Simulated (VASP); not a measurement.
# Al2Cu (P4/mmm) in VASP: further runs, part 2 of 2

VASP 6.6.1.

## Step 4: Single point, PBE

This run uses another cell than the first one, of 15.63 Å³/atom.

Contents of INCAR:

```
SYSTEM = Al2Cu
ALGO = Normal ; EDIFF = 1E-7
ENCUT = 520 ; GGA = PE
ISIF = 2 ; ISMEAR = 0
LASPH = .True. ; LCHARG = .False.
LREAL = .False. ; LWAVE = .False.
NBANDS = 16 ; NELM = 60
PREC = Accurate ; SIGMA = 0.15
```

Contents of KPOINTS:

```
k-points
0
Gamma
  10 10 14
  0 0 0
```

Contents of POSCAR:

```
Al2Cu
1.0
    3.9288000000      0.0000000000      0.0000000000
    0.0000000000      3.9288000000      0.0000000000
    0.0000000000      0.0000000000      3.0386000000
Al Cu
2 1
Direct
    0.5000000000      0.0000000000      0.5000000000
    0.0000000000      0.5000000000      0.5000000000
    0.0000000000      0.0000000000      0.0000000000
```

Potentials or basis: VASP PAW PBE potentials, release 64 (Al, Cu).

Command:

```console
> cat potpaw_PBE.64/Al/POTCAR potpaw_PBE.64/Cu/POTCAR > POTCAR
> mpirun -np 1 vasp_std > vasp.out
```

OUTCAR:

```text
SYSTEM = Al2Cu
   EDIFF = 1E-7
   ENCUT = 520
   GGA = PE
   ISIF = 2
   ISMEAR = 0
   LASPH = .True.
   LREAL = .False.
   NELM = 60
   PREC = Accurate

 ion  position               nearest neighbor table
   1  0.500  0.000  0.500-   3 2.48   3 2.48   3 2.48   3 2.48   2 2.78   2 2.78   2 2.78   2 2.78

   2  0.000  0.500  0.500-   3 2.48   3 2.48   3 2.48   3 2.48   1 2.78   1 2.78   1 2.78   1 2.78

   3  0.000  0.000  0.000-   1 2.48   2 2.48   1 2.48   2 2.48   2 2.48   2 2.48   1 2.48   1 2.48

  LATTYP: Found a simple tetragonal cell.
 ALAT       =     3.9288000000
 C/A-ratio  =     0.7734168194

  Lattice vectors:

 A1 = (   3.9288000000,   0.0000000000,   0.0000000000)
 A2 = (   0.0000000000,   3.9288000000,   0.0000000000)
 A3 = (   0.0000000000,   0.0000000000,   3.0386000000)

Analysis of symmetry for initial positions (statically):
=====================================================================
 Subroutine PRICEL returns:
 Original cell was already a primitive cell.

 Routine SETGRP: Setting up the symmetry group for a
 simple tetragonal supercell.

 Subroutine GETGRP returns: Found 16 space group operations
 (whereof 16 operations were pure point group operations)
 out of a pool of 16 trial point group operations.

The static configuration has the point symmetry D_4h.

Analysis of symmetry for dynamics (positions and initial velocities):
=====================================================================
 Subroutine PRICEL returns:
 Original cell was already a primitive cell.

 Routine SETGRP: Setting up the symmetry group for a
 simple tetragonal supercell.

 Subroutine GETGRP returns: Found 16 space group operations
 (whereof 16 operations were pure point group operations)
 out of a pool of 16 trial point group operations.

The dynamic configuration has the point symmetry D_4h.
[... 118 lines left out ...]
   IALGO  =     38    algorithm
   IMIX   =      4    mixing-type and parameters
     AMIX     =   0.40;   BMIX     =  1.00
     AMIX_MAG =   1.60;   BMIX_MAG =  1.00
  volume/ion in A,a.u.               =      15.63       105.50
  Fermi-wavevector in a.u.,A,eV,Ry     =   1.167240  2.205763 18.537234  1.362448
  Thomas-Fermi vector in A             =   2.303742
   LORBIT       =      0    0 simple, 1 ext, 2 COOP (PROOUT), +10 PAW based schemes
   GGA     = PE    functional components
   LHFCALC =     F    Hartree Fock is set to
   AEXX    =    0.0000 exact exchange contribution
   IVDW    =     0    specifies the selected vdW correction
   LEPSILON=     F    determine dielectric tensor
   LRPA    =     F    only Hartree local field effects (RPA)
 non-spin polarized calculation
 Gauss-broadening in eV      SIGMA  =   0.15
  energy-cutoff  :      520.00
  volume of cell :       46.90
 maximum number of plane-waves:      1288
 NGX is ok and might be reduce to    30
   NGX = 15   NGY = 15   NGZ = 11

 number of electron      17.0000006 magnetization

 Free energy of the ion-electron system (eV)
  ---------------------------------------------------
  ext. energy  EPLUGINS =         0.00000000
  ---------------------------------------------------
  free energy    TOTEN  =       -11.17332770 eV

  energy without entropy =      -11.15951820  energy(sigma->0) =      -11.16642295

 E-fermi :   7.3721     XC(G=0): -10.5487

 val. band max:        7.3658422827   @ k =   0.3000   0.0000   0.2143
 cond. band min:       7.3768861243   @ k =   0.3000   0.1000   0.4286
 fundamental gap:      0.0110438416
 Fermi energy:         7.3720617532

 k-point     1 :       0.0000    0.0000    0.0000
  band No.  band energies     occupation
      1      -3.2270      2.00000
      2       2.2576      2.00000
      3       2.5773      2.00000
      4       3.2819      2.00000
      5       3.2819      2.00000
      6       3.2895      2.00000
[... 433 lines left out ...]
      3       2.5588      2.00000
      4       3.1825      2.00000
      5       3.1935      2.00000
      6       3.2447      2.00000
[... 8 lines left out ...]
     15      16.6892      0.00000
     16      18.8218      0.00000

 [... further k-points ...]

------------------------ aborting loop because EDIFF is reached ----------------------------------------

  FORCE on cell =-STRESS in cart. coord.  units (eV):
  Direction    XX          YY          ZZ          XY          YZ          ZX
  --------------------------------------------------------------------------------------
  -------------------------------------------------------------------------------------
  Total        2.3834834      2.3834834     -0.1241822      0.0000000     -0.0000000      0.0000000
  in kB       81.4196696     81.4196696     -4.2420566      0.0000000     -0.0000000      0.0000000
  external PRESSURE =      52.8657609 kB  Pullay stress =       0.0000000 kB

 VOLUME and BASIS-vectors are now :
 -----------------------------------------------------------------------------
  energy-cutoff  :      520.00
  volume of cell :       46.90
      direct lattice vectors                 reciprocal lattice vectors
     3.928800000  0.000000000  0.000000000     0.254530645  0.000000000  0.000000000
     0.000000000  3.928800000  0.000000000     0.000000000  0.254530645  0.000000000
     0.000000000  0.000000000  3.038600000     0.000000000  0.000000000  0.329098927

 POSITION                                       TOTAL-FORCE (eV/Angst)
 -----------------------------------------------------------------------------------
      1.96440      0.00000      1.51930         0.000000      0.000000      0.000000
      0.00000      1.96440      1.51930         0.000000      0.000000      0.000000
      0.00000      0.00000      0.00000         0.000000      0.000000      0.000000
 -----------------------------------------------------------------------------------
    total drift:                               -0.000000     -0.000000     -0.000000

  FREE ENERGIE OF THE ION-ELECTRON SYSTEM (eV)
  ---------------------------------------------------
  free  energy   TOTEN  =       -11.1733277016 eV

  energy  without entropy=      -11.1595182034  energy(sigma->0) =      -11.16642295
```

OSZICAR:

```text
N       E                     dE             d eps       ncg     rms          rms(c)
DAV:   1     0.628748025902E+02    0.62875E+02   -0.69383E+03  5392   0.112E+03
DAV:   2    -0.106179672495E+02   -0.73493E+02   -0.65417E+02  5688   0.202E+02
DAV:   3    -0.132994088999E+02   -0.26814E+01   -0.26182E+01  7312   0.437E+01
DAV:   4    -0.133582879507E+02   -0.58879E-01   -0.58856E-01  6568   0.547E+00
DAV:   5    -0.133610734400E+02   -0.27855E-02   -0.27854E-02  8400   0.133E+00    0.139E+01
DAV:   6    -0.151042702270E+02   -0.17432E+01   -0.34505E+01  6192   0.203E+02    0.114E+01
DAV:   7    -0.112999732545E+02    0.38043E+01   -0.94351E+00  6728   0.825E+01    0.208E+00
DAV:   8    -0.112302517457E+02    0.69722E-01   -0.12102E+00  7912   0.314E+01    0.207E+00
DAV:   9    -0.111726589253E+02    0.57593E-01   -0.21552E-01  6872   0.147E+01    0.221E-01
DAV:  10    -0.111748105915E+02   -0.21517E-02   -0.14256E-02  8368   0.326E+00    0.286E-01
DAV:  11    -0.111735426230E+02    0.12680E-02   -0.74425E-03  7224   0.302E+00    0.105E-01
DAV:  12    -0.111733427617E+02    0.19986E-03   -0.59210E-04  8304   0.696E-01    0.295E-02
DAV:  13    -0.111733282728E+02    0.14489E-04   -0.46164E-05  8688   0.172E-01    0.860E-03
DAV:  14    -0.111733278904E+02    0.38246E-06   -0.77495E-06  8328   0.785E-02    0.537E-03
DAV:  15    -0.111733276618E+02    0.22858E-06   -0.79975E-07  7968   0.216E-02    0.272E-03
DAV:  16    -0.111733277016E+02   -0.39861E-07   -0.30335E-07  5696   0.181E-02
   1 F= -.11173328E+02 E0= -.11166423E+02  d E =-.138095E-01
```

Run time: 2.5 min. Hardware: 1 thread of AMD EPYC 7R13, shared host; peak memory 0.22 GiB.

Results:

```
Free energy            : -11.1733 eV
Pressure               : 5.3 GPa
Band gap on the k mesh : zero (an odd number of electrons rules out a gap without spin polarisation)
```

Caveat: the stress differs along the axes, from -0 to 8 GPa.

## Step 5: Single point, PBE

This run uses another cell than the first one, of 15.73 Å³/atom.

Contents of INCAR:

```
SYSTEM = Al2Cu
PREC     = Accurate       ! precision mode
ENCUT    = 520            ! plane-wave cutoff, eV
EDIFF    = 1E-6           ! SCF threshold, eV
ISMEAR   = 0              ! smearing method
SIGMA    = 0.15           ! smearing width, eV
LREAL    = .FALSE.        ! projectors in reciprocal space
LASPH    = .TRUE.         ! aspherical terms in the spheres
NELM     = 80             ! most SCF steps
ALGO     = Normal         ! electronic algorithm
ISIF     = 2              ! what is computed and relaxed
LWAVE    = .FALSE.        ! write WAVECAR
LCHARG   = .FALSE.        ! write CHGCAR
GGA      = PE             ! functional
NBANDS   = 16             ! bands
```

Contents of KPOINTS:

```
regular mesh
0
G
  10 10 14
  0 0 0
```

Contents of POSCAR:

```
Al2Cu
1.0
    4.2173000000      0.0000000000      0.0000000000
    0.0000000000      4.2173000000      0.0000000000
    0.0000000000      0.0000000000      2.6540000000
Al Cu
2 1
Direct
    0.5000000000      0.0000000000      0.5000000000
    0.0000000000      0.5000000000      0.5000000000
    0.0000000000      0.0000000000      0.0000000000
```

Command:

```console
> cat potpaw_PBE.64/Al/POTCAR potpaw_PBE.64/Cu/POTCAR > POTCAR
> mpirun -np 1 vasp_std > vasp.out
```

It took 85 s on 1 thread of AMD EPYC 7R13, shared host; peak memory 0.22 GiB.

It converged, with:

| Item | Value |
| --- | --- |
| Free energy | -11.1851 eV |
| Pressure | 5.3 GPa |
| Band gap on the k mesh | zero (an odd number of electrons rules out a gap without spin polarisation) |

Stress tensor (GPa, compression positive):
```
 1.90  0.00  0.00
 0.00  1.90  0.00
 0.00  0.00 12.18
```

Levels at points of the mesh, in eV from the Fermi level:
```csv
k point,band 6,band 7,band 8,band 9,band 10,band 11,band 12,band 13
"(0.00, 0.00, 0.00)",-4.01,-2.98,-2.98,-0.89,0.42,5.03,5.03,6.41
"(0.50, 0.00, 0.00)",-4.02,-4.01,-1.80,0.99,1.02,1.04,7.41,8.77
"(0.50, 0.50, 0.00)",-4.61,-4.02,-4.02,-2.60,7.98,7.98,8.58,8.67
"(0.00, 0.00, 0.50)",-4.21,-2.67,1.77,2.62,2.62,3.02,3.02,3.50
"(0.50, 0.00, 0.50)",-4.28,-3.10,-2.05,-1.14,3.76,4.07,4.76,5.10
"(0.50, 0.50, 0.50)",-3.09,-2.46,-2.46,-0.22,-0.11,0.44,0.44,2.47
```

Caveat: the stress differs along the axes, from 2 to 12 GPa.

## Step 6: Single point, PBE

This run uses another cell than the first one, of 15.90 Å³/atom.

Contents of INCAR:

```
SYSTEM = Al2Cu
PREC = Accurate
ENCUT = 520
EDIFF = 1E-6
ISMEAR = 0
SIGMA = 0.15
LREAL = .FALSE.
LASPH = .TRUE.
NELM = 100
ALGO = Normal
ISIF = 2
LWAVE = .FALSE.
LCHARG = .FALSE.
GGA = PE
NBANDS = 16
```

KPOINTS is that of step 5.

Contents of POSCAR:

```
Al2Cu
1.0
    4.1211626268      0.0000000000      0.0000000000
    0.0000000000      4.1211626268      0.0000000000
    0.0000000000      0.0000000000      2.8078000000
Al Cu
2 1
Direct
    0.5000000000      0.0000000000      0.5000000000
    0.0000000000      0.5000000000      0.5000000000
    0.0000000000      0.0000000000      0.0000000000
```

Potentials or basis: VASP PAW PBE potentials, release 64 (Al, Cu).

Command:

```console
> cat potpaw_PBE.64/Al/POTCAR potpaw_PBE.64/Cu/POTCAR > POTCAR
> mpirun -np 1 vasp_std > vasp.out
```

Wall time 1.8 min (1 thread of AMD EPYC 7R13, shared host); peak memory 0.23 GiB.

Results (log left out):

* Free energy: -11.2821 eV
* Pressure: 2.9 GPa
* Band gap on the k mesh: zero (an odd number of electrons rules out a gap without spin polarisation)

Stress tensor (GPa, compression positive):
```
2.17 0.00 0.00
0.00 2.17 0.00
0.00 0.00 4.32
```

Levels at points of the mesh, in eV from the Fermi level:
```csv
k point,band 7,band 8,band 9,band 10,band 11,band 12
"(0.00, 0.00, 0.00)",-2.60,-2.60,-0.33,0.74,5.86,5.86
"(0.50, 0.00, 0.00)",-4.10,-1.31,1.39,1.51,1.66,8.15
"(0.50, 0.50, 0.00)",-4.12,-4.12,-2.52,8.45,8.45,9.57
"(0.00, 0.00, 0.50)",-2.96,2.28,2.65,2.65,2.68,2.68
"(0.50, 0.00, 0.50)",-3.13,-2.39,-1.59,3.74,3.91,4.47
"(0.50, 0.50, 0.50)",-2.38,-2.38,-0.73,-0.71,0.06,0.06
```

## Step 7: Overview

| cell | gap on the mesh (eV) | pressure (GPa) |
| --- | --- | --- |
| a = 4.121, b = 4.121, c = 2.731 Å, 3 atoms | none | 6.2 |
| a = 4.025, b = 4.025, c = 2.885 Å, 3 atoms | none | 4.4 |
| a = 3.929, b = 3.929, c = 3.039 Å, 3 atoms | none | 5.3 |
| a = 4.217, b = 4.217, c = 2.654 Å, 3 atoms | none | 5.3 |
| a = 4.121, b = 4.121, c = 2.808 Å, 3 atoms | none | 2.9 |

Alike in all rows: task single point; level PBE; potentials or basis VASP PAW PBE potentials, release 64 (Al, Cu); no spin polarisation; k mesh 10 × 10 × 14; cutoff (eV) 520; smearing gaussian 0.15 eV.

Caveats: the cell stands under pressure (at least some runs); the stress differs along the axes, from -0 to 8 GPa (at least some runs); the stress differs along the axes, from 2 to 12 GPa (at least some runs).

Absolute energies hang on the potentials; compare differences alone.

The gap in the log of VASP goes by the Fermi energy; the results here count the filled bands.